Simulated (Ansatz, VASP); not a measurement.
Pb: VASP beside Ansatz

Contents of INCAR:

```
ALGO = Normal ; EDIFF = 1E-6
ENCUT = 520 ; GGA = PS
ISIF = 2 ; ISMEAR = -1
LASPH = T ; LCHARG = F
LREAL = F ; LWAVE = F
NBANDS = 21 ; NELM = 100
PREC = Accurate ; SIGMA = 0.08
```

KPOINTS

```
k-points
0
Gamma
  14 14 8
```

File POSCAR:

```
Pb
1.0
    3.4800006906      0.0348000069      0.0348000069
   -1.7098626553      2.9963689998      0.0127376866
    0.0559000000      0.0559000000      5.5900000000
Pb
2
Direct
    0.3333333333      0.6666666667      0.2500000000
    0.6666666667      0.3333333333      0.7500000000
```

Input for Ansatz:

```yaml
crystal:
  lattice:
    - [3.4800006906, 0.0348000069, 0.0348000069]
    - [-1.7098626553, 2.9963689998, 0.0127376866]
    - [0.0559, 0.0559, 5.59]
  atoms:
    - { symbol: Pb, position: [0.3333333333, 0.6666666667, 0.25] }
    - { symbol: Pb, position: [0.6666666667, 0.3333333333, 0.75] }
kpoints:
  mp_grid: { grid: [14, 14, 8] }
  band_path:
    path:
      - [0.0, 0.0, 0.0]
      - [0.0, -0.5, 0.0]
      - [0.0, 0.0, 0.5]
      - [0.0, 0.0, 0.0]
      - [-0.5, 0.0, 0.0]
      - [-0.5, 0.5, -0.5]
      - [0.0, 0.0, 0.0]
      - [-0.5, 0.0, -0.5]
      - [-0.5, 0.5, 0.0]
    npoints: 5
scf:
  occupations: { method: fermi_dirac, width: 0.08 }
hamiltonian:
  xc: pbesol
  pseudopotentials: { kind: all_electron, lapw: { basis_error: 0.0005 } }
output:
  forces: true
  stress: true
  eigenvalues: true
```

Change from the starting cell: equal xy, yz and zx shear strains of +2 %.

Alike in both runs: task single point; functional PBEsol; k mesh 14 × 14 × 8; occupations fermi-dirac, width 0.08 eV; no spin polarisation.

|  | VASP | Ansatz |
| --- | --- | --- |
| version | VASP 6.6.1 | Ansatz 0.2.0 |
| potentials or method | VASP PAW PBE potentials, release 64 (Pb_d), cutoff 520 eV | all-electron LAPW, scalar-relativistic |

```csv
,VASP,Ansatz,Ansatz less VASP
pressure (GPa),1.0,1.0,+0.08
"traceless stress, the component that is largest in VASP (GPa)",1.22,1.22,+0.005
rms of the force components (eV/Å),0.004,0.004,0.0000
```

VASP's potentials were made for PBE, not for PBEsol. Atom by atom the forces differ by 0.000 eV/Å (rms over components). Ansatz ran all-electron here, and VASP with PAW potentials.

Spin-orbit coupling is off throughout.
